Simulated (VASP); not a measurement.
# SiB2H5 (I4/mcm) in VASP: single point with r2SCAN

Aim: the single point of SiB2H5 with r2SCAN.

Program: VASP 6.6.1. These are calculated values, not measurements. Logs are shortened: lines on timing, memory, paths and dates and some standing lists are left out, and cuts for length are marked.

## (1) The cell of the first run

The structure is tetragonal, space group I4/mcm (No. 140). Conventional cell: a = 4.935 Å, b = 4.935 Å, c = 9.073 Å, α = 90.00°, β = 90.00°, γ = 90.00°. H (site symmetry m) has 3 B at 1.92 to 1.93 Å and 2 Si at 2.10 Å and 11 H at 2.23 to 2.61 Å within 2.7 Å. Within 2.6 Å of H (site symmetry 4/m) lie 4 B at 1.95 Å and 8 H at 2.23 Å and 2 Si at 2.27 Å. Within 2.3 Å of B (site symmetry m2m) lie 1 B at 1.74 Å and 8 H at 1.92 to 1.95 Å. Si (site symmetry 422) has 10 H at 2.10 to 2.27 Å within 2.8 Å.

## (2) Single point, r2SCAN

POSCAR

```
SiB2H5
1.0
    0.0000000000      4.9350970000      0.0000000000
    4.9350970000      0.0000000000      0.0000000000
    2.4675480000      2.4675480000     -4.5364300000
H B Si
10 4 2
Direct
    0.8041000000      0.3041000000      0.7224000000
    0.3041000000      0.4735000000      0.7224000000
    0.4735000000      0.9735000000      0.7224000000
    0.9735000000      0.8041000000      0.7224000000
    0.6959000000      0.5265000000      0.2776000000
    0.1959000000      0.6959000000      0.2776000000
    0.0265000000      0.1959000000      0.2776000000
    0.5265000000      0.0265000000      0.2776000000
    0.0000000000      0.0000000000      0.0000000000
    0.5000000000      0.5000000000      0.0000000000
    0.8750000000      0.3750000000      0.0000000000
    0.3750000000      0.1250000000      0.0000000000
    0.1250000000      0.6250000000      0.0000000000
    0.6250000000      0.8750000000      0.0000000000
    0.2500000000      0.2500000000      0.5000000000
    0.7500000000      0.7500000000      0.5000000000
```

INCAR.step1

```
ALGO = Normal
EDIFF = 1E-4
ENCUT = 520
GGA = PE
ISMEAR = -1
LASPH = T
LCHARG = F
LREAL = Auto
LWAVE = T
NBANDS = 29
NELM = 60
PREC = Accurate
SIGMA = 0.1
```

INCAR.step2

```
ALGO = Normal
EDIFF = 1E-6
ENCUT = 520
ISIF = 2
ISMEAR = -1
ISTART = 1
LASPH = T
LCHARG = F
LMIXTAU = T
LREAL = Auto
LWAVE = F
METAGGA = R2SCAN
NBANDS = 29
NELM = 60
PREC = Accurate
SIGMA = 0.1
```

KPOINTS

```
k-points
0
Gamma
  7 7 7
```

Potentials or basis: VASP PAW PBE potentials, release 64 (H, B, Si).

Launch:

```sh
$ cat potpaw_PBE.64/H/POTCAR potpaw_PBE.64/B/POTCAR potpaw_PBE.64/Si/POTCAR > POTCAR
$ cp INCAR.step1 INCAR
$ mpirun -np 1 vasp_std > vasp.out
$ cp INCAR.step2 INCAR
$ mpirun -np 1 vasp_std > vasp.out
```

OUTCAR:

```text
EDIFF = 1E-6
   ENCUT = 520
   ISIF = 2
   ISMEAR = -1
   ISTART = 1
   LASPH = T
   LREAL = Auto
   METAGGA = R2SCAN
   NELM = 60
   PREC = Accurate

 ion  position               nearest neighbor table
   1  0.804  0.304  0.722-
   2  0.304  0.474  0.722-
   3  0.474  0.974  0.722-
   4  0.974  0.804  0.722-
   5  0.696  0.526  0.278-
   6  0.196  0.696  0.278-
   7  0.026  0.196  0.278-
   8  0.526  0.026  0.278-
   9  0.000  0.000  0.000-
  10  0.500  0.500  0.000-
  11  0.875  0.375  0.000-  13 1.74
  12  0.375  0.125  0.000-  14 1.74
  13  0.125  0.625  0.000-  11 1.74
  14  0.625  0.875  0.000-  12 1.74
  15  0.250  0.250  0.500-
  16  0.750  0.750  0.500-

  LATTYP: Found a body centered tetragonal cell.
 ALAT       =     4.9350970000
 C/A-ratio  =     1.8384360024

  Lattice vectors:

 A1 = (  -2.4675480000,   2.4675490000,   4.5364300000)
 A2 = (   2.4675490000,  -2.4675480000,   4.5364300000)
 A3 = (   2.4675480000,   2.4675480000,  -4.5364300000)

Analysis of symmetry for initial positions (statically):
=====================================================================
 Subroutine PRICEL returns:
 Original cell was already a primitive cell.

 Routine SETGRP: Setting up the symmetry group for a
 body centered tetragonal supercell.

 Subroutine GETGRP returns: Found 16 space group operations
 (whereof  8 operations were pure point group operations)
 out of a pool of 16 trial point group operations.

The static configuration has the point symmetry C_4h.
 The point group associated with its full space group is D_4h.

Analysis of symmetry for dynamics (positions and initial velocities):
=====================================================================
 Subroutine PRICEL returns:
 Original cell was already a primitive cell.

 Routine SETGRP: Setting up the symmetry group for a
 body centered tetragonal supercell.

 Subroutine GETGRP returns: Found 16 space group operations
 (whereof  8 operations were pure point group operations)
 out of a pool of 16 trial point group operations.

The dynamic configuration has the point symmetry C_4h.
 The point group associated with its full space group is D_4h.

 Subroutine INISYM returns: Found 16 space group operations
 (whereof  8 operations are pure point group operations),
 and found     1 'primitive' translations

----------------------------------------------------------------------------------------

                                     Primitive cell

  volume of cell :     110.4856

  direct lattice vectors                    reciprocal lattice vectors
     0.000000000  4.935097000  0.000000000     0.000000000  0.202630262  0.110218806
     4.935097000  0.000000000  0.000000000     0.202630262  0.000000000  0.110218806
     2.467548000  2.467548000 -4.536430000     0.000000000  0.000000000 -0.220437657

  length of vectors
     4.935097000  4.935097000  5.723354210     0.230666878  0.230666878  0.220437657

  position of ions in fractional coordinates (direct lattice)
     0.804100000  0.304100000  0.722400000
     0.304100000  0.473500000  0.722400000
     0.473500000  0.973500000  0.722400000
     0.973500000  0.804100000  0.722400000
     0.695900000  0.526500000  0.277600000
     0.195900000  0.695900000  0.277600000
[... 8 lines left out ...]
     0.250000000  0.250000000  0.500000000
     0.750000000  0.750000000  0.500000000

  ion indices of the primitive-cell ions
   primitive index   ion index
                 1           1
                 2           2
                 3           3
                 4           4
                 5           5
                 6           6
[... 8 lines left out ...]
                15          15
                16          16

----------------------------------------------------------------------------------------

 KPOINTS: k-points

Automatic generation of k-mesh.
 Grid dimensions read from file:
 generate k-points for:    7    7    7

 Generating k-lattice:

  Cartesian coordinates                     Fractional coordinates (reciprocal lattice)
     0.000000000  0.028947180  0.015745544     0.142857143  0.000000000  0.000000000
     0.028947180  0.000000000  0.015745544     0.000000000  0.142857143  0.000000000
     0.000000000  0.000000000 -0.031491094     0.000000000  0.000000000  0.142857143

  Length of vectors
     0.032952411  0.032952411  0.031491094

  Shift w.r.t. Gamma in fractional coordinates (k-lattice)
     0.000000000  0.000000000  0.000000000

 Subroutine IBZKPT returns following result:
 ===========================================

 Found     40 irreducible k-points:

 Following reciprocal coordinates:
            Coordinates               Weight
  0.000000  0.000000  0.000000      1.000000
  0.142857  0.000000  0.000000      8.000000
  0.285714  0.000000 -0.000000      8.000000
  0.428571  0.000000  0.000000      8.000000
  0.142857  0.142857  0.000000      8.000000
  0.285714  0.142857 -0.000000     16.000000
[... 16 lines left out ...]
  0.285714  0.285714  0.142857      8.000000
  0.428571  0.285714  0.142857     16.000000
 [... further k-points ...]
   k-points           NKPTS =     40   k-points in BZ     NKDIM =     40   number of bands    NBANDS=     29
   number of dos      NEDOS =    301   number of ions     NIONS =     16
   total plane-waves  NPLWV =  76800
   dimension x,y,z NGX =    40 NGY =   40 NGZ =   48
   dimension x,y,z NGXF=    80 NGYF=   80 NGZF=   96
   ions per type =              10   4   2
   NGX,Y,Z   is equivalent  to a cutoff of  13.47, 13.47, 13.94 a.u.
   NGXF,Y,Z  is equivalent  to a cutoff of  26.95, 26.95, 27.89 a.u.
 SYSTEM =  unknown system
   PREC   = accura    normal or accurate (medium, high low for compatibility)
   ISTART =      1    job   : 0-new  1-cont  2-samecut
   ICHARG =      0    charge: 1-file 2-atom 10-const
   ISPIN  =      1    spin polarized calculation?
   LNONCOLLINEAR =      F non collinear calculations
   LSORBIT =      F    spin-orbit coupling
   LASPH  =      T    aspherical Exc in radial PAW
   ENCUT  =  520.0 eV  38.22 Ry    6.18 a.u.   9.18  9.18 10.64*2*pi/ulx,y,z
   NELM   =     60;   NELMIN=  2; NELMDL=  0     # of ELM steps
   EDIFF  = 0.1E-05   stopping-criterion for ELM
   LREAL  =      T    real-space projection
   EDIFFG = 0.1E-04   stopping-criterion for IOM
   NSW    =      0    number of steps for IOM
   IBRION =     -1    ionic relax: 0-MD 1-quasi-New 2-CG
   NFREE  =      0    steps in history (QN), initial steepest desc. (CG)
   ISIF   =      2    stress and relaxation
   ISYM   =      2    0-nonsym 1-usesym 2-fastsym
   POTIM  = 0.5000    time-step for ionic-motion
   TEBEG  =    0.0;   TEEND  =   0.0 temperature during run
   PSTRESS=    0.0 pullay stress
   NELECT =      30.0000    total number of electrons
   NUPDOWN=      -1.0000    fix difference up-down
   EMIN   =  10.00;   EMAX   =-10.00  energy-range for DOS
   EFERMI =   0.00;   METHOD = LEGACY
   ISMEAR =    -1;   SIGMA  =   0.10  broadening in eV -4-tet -1-fermi 0-gaus
   EFERMI_NEDOS =   21; number of points for ismear=-14 and -15
   IALGO  =     38    algorithm
   IMIX   =      4    mixing-type and parameters
     AMIX     =   0.40;   BMIX     =  1.00
     AMIX_MAG =   1.60;   BMIX_MAG =  1.00
  volume/ion in A,a.u.               =       6.91        46.60
  Fermi-wavevector in a.u.,A,eV,Ry     =   1.060100  2.003298 15.290382  1.123811
  Thomas-Fermi vector in A             =   2.195469
   LORBIT       =      0    0 simple, 1 ext, 2 COOP (PROOUT), +10 PAW based schemes
   METAGGA = R2SCAN    functional components
   LHFCALC =     F    Hartree Fock is set to
   AEXX    =    0.0000 exact exchange contribution
   IVDW    =     0    specifies the selected vdW correction
   LEPSILON=     F    determine dielectric tensor
   LRPA    =     F    only Hartree local field effects (RPA)
 non-spin polarized calculation
  energy-cutoff  :      520.00
  volume of cell :      110.49
 maximum number of plane-waves:      2989
 NGX is ok and might be reduce to    40
   NGX = 19   NGY = 19   NGZ = 21

 number of electron      29.9999999 magnetization

 Free energy of the ion-electron system (eV)
  ---------------------------------------------------
  ext. energy  EPLUGINS =         0.00000000
  ---------------------------------------------------
  free energy    TOTEN  =       -59.79500877 eV

  energy without entropy =      -59.69174562  energy(sigma->0) =      -59.74337719

 E-fermi :   4.7762     XC(G=0): -11.1350

 val. band max:        4.7452882632   @ k =  -0.2857   0.0000   0.2857
 cond. band min:       4.7839332688   @ k =   0.2857   0.0000  -0.0000
 fundamental gap:      0.0386450056
 Fermi energy:         4.7761625758

 k-point     1 :       0.0000    0.0000    0.0000
  band No.  band energies     occupation
      1      -9.9858      2.00000
      2      -4.8521      2.00000
      3      -3.4724      2.00000
      4      -2.8630      2.00000
      5      -2.8630      2.00000
      6      -2.6055      2.00000
[... 19 lines left out ...]
     26      10.2309      0.00000
     27      10.9790      0.00000

 k-point     2 :       0.1429    0.0000    0.0000
  band No.  band energies     occupation
      1      -9.8345      2.00000
      2      -5.2846      2.00000
      3      -3.8896      2.00000
      4      -3.6936      2.00000
      5      -2.9612      2.00000
      6      -2.8316      2.00000
[... 19 lines left out ...]
     26      10.7029      0.00000
     27      10.7895      0.00000

 k-point     3 :       0.2857    0.0000   -0.0000
  band No.  band energies     occupation
      1      -9.3831      2.00000
      2      -6.4226      2.00000
      3      -4.3414      2.00000
      4      -4.1802      2.00000
      5      -3.2763      2.00000
      6      -3.0428      2.00000
[... 594 lines left out ...]
      1      -8.9146      2.00000
      2      -6.2352      2.00000
      3      -5.6455      2.00000
      4      -4.4358      2.00000
      5      -3.5466      2.00000
      6      -3.4522      2.00000
[... 19 lines left out ...]
     26      10.3695      0.00000
     27      10.8509      0.00000

 k-point    24 :       0.4286    0.2857    0.1429
  band No.  band energies     occupation
      1      -8.1794      2.00000
      2      -7.1898      2.00000
      3      -5.6274      2.00000
      4      -5.1304      2.00000
      5      -3.7875      2.00000
      6      -3.6945      2.00000
[... 19 lines left out ...]
     26      10.1865      0.00000
     27      10.7127      0.00000

 [... further k-points ...]

 [bands above 27 left out]

------------------------ aborting loop because EDIFF is reached ----------------------------------------

  FORCE on cell =-STRESS in cart. coord.  units (eV):
  Direction    XX          YY          ZZ          XY          YZ          ZX
  --------------------------------------------------------------------------------------
  -------------------------------------------------------------------------------------
  Total      -11.2728138    -11.2728138     -6.2095457     -0.0000000     -0.0000007     -0.0000007
  in kB     -163.4697187   -163.4697187    -90.0460795     -0.0000000     -0.0000099     -0.0000099
  external PRESSURE =    -138.9951723 kB  Pullay stress =       0.0000000 kB

 VOLUME and BASIS-vectors are now :
 -----------------------------------------------------------------------------
  energy-cutoff  :      520.00
  volume of cell :      110.49
      direct lattice vectors                 reciprocal lattice vectors
     0.000000000  4.935097000  0.000000000     0.000000000  0.202630262  0.110218806
     4.935097000  0.000000000  0.000000000     0.202630262  0.000000000  0.110218806
     2.467548000  2.467548000 -4.536430000     0.000000000  0.000000000 -0.220437657

 POSITION                                       TOTAL-FORCE (eV/Angst)
 -----------------------------------------------------------------------------------
      3.28332      5.75087     -3.27712         0.353863      0.353863     -0.254650
      4.11933      3.28332     -3.27712        -0.353863      0.353863     -0.254650
      6.58687      4.11933     -3.27712        -0.353863     -0.353863     -0.254650
      5.75087      6.58687     -3.27712         0.353863     -0.353863     -0.254650
      3.28332      4.11933     -1.25931         0.353863     -0.353863      0.254650
      4.11933      1.65178     -1.25931        -0.353863     -0.353863      0.254650
[... 8 lines left out ...]
      2.46755      2.46755     -2.26822        -0.000000      0.000000      0.000000
      4.93510      4.93510     -2.26822        -0.000000      0.000000      0.000000
 -----------------------------------------------------------------------------------
    total drift:                                0.000000      0.000000      0.000000

  FREE ENERGIE OF THE ION-ELECTRON SYSTEM (eV)
  ---------------------------------------------------
  free  energy   TOTEN  =       -59.7950087653 eV

  energy  without entropy=      -59.6917456165  energy(sigma->0) =      -59.74337719
```

Run time: 26 min. Hardware: 1 thread of Oxide Virtual Turin-like, shared host; peak memory 0.29 GiB.

Results:

| Quantity | Value |
| --- | --- |
| Free energy | -59.7950 eV |
| Pressure | -13.9 GPa |
| Largest force | 0.562 eV/Å |
| Band gap on the k mesh | zero (bands 15 and 16 overlap by 1.03 eV) |

Forces on the atoms (eV/Å):
```
H    0.354  0.354 -0.255
H   -0.354  0.354 -0.255
H   -0.354 -0.354 -0.255
H    0.354 -0.354 -0.255
H    0.354 -0.354  0.255
H   -0.354 -0.354  0.255
H   -0.354  0.354  0.255
H    0.354  0.354  0.255
H    0.000  0.000  0.000
H    0.000  0.000  0.000
B    0.142  0.142  0.000
B   -0.142  0.142  0.000
B   -0.142 -0.142  0.000
B    0.142 -0.142  0.000
Si   0.000  0.000  0.000
Si   0.000  0.000  0.000
```

Stress tensor (GPa, compression positive):
```
-16.35   0.00   0.00
  0.00 -16.35   0.00
  0.00   0.00  -9.00
```

Levels at points of the mesh, in eV from the Fermi level:
```tsv
k point	band 11	band 12	band 13	band 14	band 15	band 16	band 17	band 18	band 19	band 20
(0.00, 0.00, 0.00)	-4.81	-4.27	-3.17	-2.34	-2.34	2.22	2.90	2.98	3.26	3.26
```

Caveat: the stress differs along the axes, from -16 to -9 GPa; the PAW data sets were made with another functional, which shifts forces and pressure a little.

The gap in the log of VASP goes by the Fermi energy; the results here count the filled bands.